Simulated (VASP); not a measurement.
A run of VASP 6.6.1:

The input INCAR:

```
ALGO = Normal
EDIFF = 1E-7
ENCUT = 520
GGA = PE
ISIF = 2
ISMEAR = 0
LASPH = True
LCHARG = False
LREAL = False
LWAVE = False
NBANDS = 16
NELM = 100
PREC = Accurate
SIGMA = 0.1
```

File KPOINTS:

```
k-points
0
Gamma
  12 12 6
```

POSCAR

```
Al2Cu
1.0
    2.8661262032      0.0000000000      0.0000000000
   -1.4330631016      2.4821381024      0.0000000000
    0.0000000000      0.0000000000      6.2251679429
Al Cu
2 1
Direct
    0.3333333333      0.6666666667      0.8170426439
    0.6666666667      0.3333333333      0.1829573561
    0.0000000000      0.0000000000      0.5000000000
```

Potentials or basis: VASP PAW PBE potentials, release 64 (Al, Cu).

The run is started by

```console
$ cat potpaw_PBE.64/Al/POTCAR potpaw_PBE.64/Cu/POTCAR > POTCAR
$ mpirun -np 1 vasp_std > vasp.out
```

Hardware: 1 thread of Intel(R) Xeon(R) Platinum 8259CL CPU @ 2.50GHz (Skylake/Cascade Lake) (shared host).

Question: Estimate the wall time of this run.

Answer: Run time: 65 s on 1 thread of Intel(R) Xeon(R) Platinum 8259CL CPU @ 2.50GHz (Skylake/Cascade Lake) (shared host), peak memory 0.21 GiB. Counts: scf iterations 16, k points 100.
